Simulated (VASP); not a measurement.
Write the native input for VASP 6.6.1 that does the following.

```yaml
Task: single point
Functional: PBE
Potentials_or_basis: VASP PAW PBE potentials, release 64 (C, Si)
Cutoff: 520 eV
k_mesh: 9 × 9 × 1
Occupations: gaussian, width 0.05 eV
Spin: collinear spin
Starting_moments: "[0.0, 0.0, 0.0, 0.0, 2.0, 0.0, 0.0, 0.0, 0.0] μB"
Dipole_correction: yes
Further_INCAR_settings: ALGO = Normal; EDIFF = 1e-07; NBANDS = 32
```

The structure of Si4C5 lies in POSCAR:

```
Si4C5
1.0
    3.0920147208      0.0000000000      0.0000000000
   -1.5460073604      2.6777632971      0.0000000000
    0.0000000000      0.0000000000     25.2337106667
C Si
5 4
Direct
    0.3333333333      0.6666666667      0.1585181051
    0.6666666667      0.3333333333      0.2590546646
    0.3333333333      0.6666666667      0.3607902149
    0.6666666667      0.3333333333      0.4623551549
    0.5555555556      0.4444444444      0.5811159072
    0.6666666667      0.3333333333      0.1834768895
    0.3333333333      0.6666666667      0.2840134490
    0.6666666667      0.3333333333      0.3842867907
    0.3333333333      0.6666666667      0.4848161584
```

One way to write it, as run:

INCAR

```
SYSTEM = Si4C5
  PREC = Accurate
  ENCUT = 520
  EDIFF = 1E-7
  ISMEAR = 0
  SIGMA = 0.05
  LREAL = .FALSE.
  LASPH = .TRUE.
  NELM = 150
  ALGO = Normal
  ISIF = 2
  LWAVE = .FALSE.
  LCHARG = .FALSE.
  ISPIN = 2
  MAGMOM = 0 0 0 0 2 0 0 0 0
  LORBIT = 11
  LDIPOL = .TRUE.
  IDIPOL = 3
  DIPOL = 0.5 0.5 0.351
  GGA = PE
  NBANDS = 32
  LUSENCCL = .FALSE.
```

KPOINTS

```
Automatic mesh
0
G
  9 9 1
  0 0 0
```

Potentials or basis: VASP PAW PBE potentials, release 64 (C, Si).

Launch:

```sh
$ cat potpaw_PBE.64/C/POTCAR potpaw_PBE.64/Si/POTCAR > POTCAR
$ mpirun -np 1 vasp_std > vasp.out
```

It gave:

```json
{
 "Largest force": "2.843 eV/Å",
 "Net moment": "-0.05 μB per cell",
 "Site moments": "C -0.37, -0.06, -0.01, +0.01, +0.43; Si +0.01, -0.01 (each value once) μB",
 "Valence electrons inside the program's atomic spheres": "C 2.40, 2.53, 2.52, 1.96 (each value once); Si 1.67, 1.65, 1.66, 1.60"
}
```

It took 11 min on 1 × NVIDIA H100 80GB with 1 thread of AMD EPYC 7R13 Processor (Zen 3) (shared host), peak memory 1.5 GiB.
